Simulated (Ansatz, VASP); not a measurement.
# One calculation of TaAs, two programs

```xyz
4
Lattice="-1.7203 1.7203 5.8630 1.7203 -1.7203 5.8630 1.7203 1.7203 -5.8630" Properties=species:S:1:pos:R:3 pbc="T T T"
Ta    1.7203    0.0000    5.8631
Ta    0.0000    0.0000    8.7946
As    1.7203    0.0000    0.9684
As    0.0000    0.0000    3.8999
```

Alike in both runs: task single point; functional PBE; k mesh 10 × 10 × 10; occupations fermi-dirac, width 0.02 eV; no spin polarisation.

|  | VASP | Ansatz |
| --- | --- | --- |
| version | VASP 6.6.1 | Ansatz 0.2.0 |
| potentials or method | VASP PAW PBE potentials, release 64 (Ta_pv, As) | plane waves, PAW |
| plane-wave cutoff (eV) | 520 | 420 |
| valence electrons in the cell | 32 | 56 |

Ansatz gave:

| Item | Value |
| --- | --- |
| pressure (GPa) | 2.6 |
| traceless stress, the component that is largest in VASP (GPa) | -0.63 |
| rms of the force components (eV/Å) | 0.010 |

Q: Estimate VASP's values.

A: Pressure (GPa): 3.1; traceless stress, the component that is largest in VASP (GPa): -0.70; rms of the force components (eV/Å): 0.011.

Atom by atom the forces differ by 0.001 eV/Å (rms over components). With one functional, cell and mesh, what is left measures potentials, basis and numerics. VASP's potentials hold 32 valence electrons a cell and Ansatz's 56, so a difference there can come from the potentials and not from the codes.

Spin-orbit coupling is off throughout.
